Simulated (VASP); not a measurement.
A run of VASP 6.6.1 is set up as follows.

The input INCAR:

```
ALGO     = Normal         # electronic algorithm
EDIFF    = 1E-7           # SCF threshold, eV
ENCUT    = 520            # plane-wave cutoff, eV
GGA      = PS             # functional
ISIF     = 2              # what is computed and relaxed
ISMEAR   = -1             # smearing method
LASPH    = T              # aspherical terms in the spheres
LCHARG   = F              # write CHGCAR
LREAL    = F              # projectors in reciprocal space
LWAVE    = F              # write WAVECAR
NBANDS   = 16             # bands
NELM     = 80             # most SCF steps
PREC     = Accurate       # precision mode
SIGMA    = 0.1            # smearing width, eV
```

The input KPOINTS:

```
k-points
0
Gamma
  16 16 8
```

Contents of POSCAR:

```
SiC
1.0
    3.0757704001      0.0000000000      0.0000000000
   -1.5378852001      2.6636953027      0.0000000000
    0.0000000000      0.0000000000      5.0475326534
Si C
2 2
Direct
    0.3333333333      0.6666666667      0.0045934394
    0.6666666667      0.3333333333      0.5045934394
    0.3333333333      0.6666666667      0.3804065606
    0.6666666667      0.3333333333      0.8804065606
```

Potentials or basis: VASP PAW PBE potentials, release 64 (Si, C).

Command:

```sh
$ cat potpaw_PBE.64/Si/POTCAR potpaw_PBE.64/C/POTCAR > POTCAR
$ mpirun -np 1 vasp_std > vasp.out
```

(1) Estimate the pressure.

(2) Estimate the band gap on the k mesh.

Results:

(1) 0.4 GPa.

(2) 2.18 eV, indirect (least direct gap 3.85 eV).

Caveat: the PAW data sets were made with another functional, which shifts forces and pressure a little.
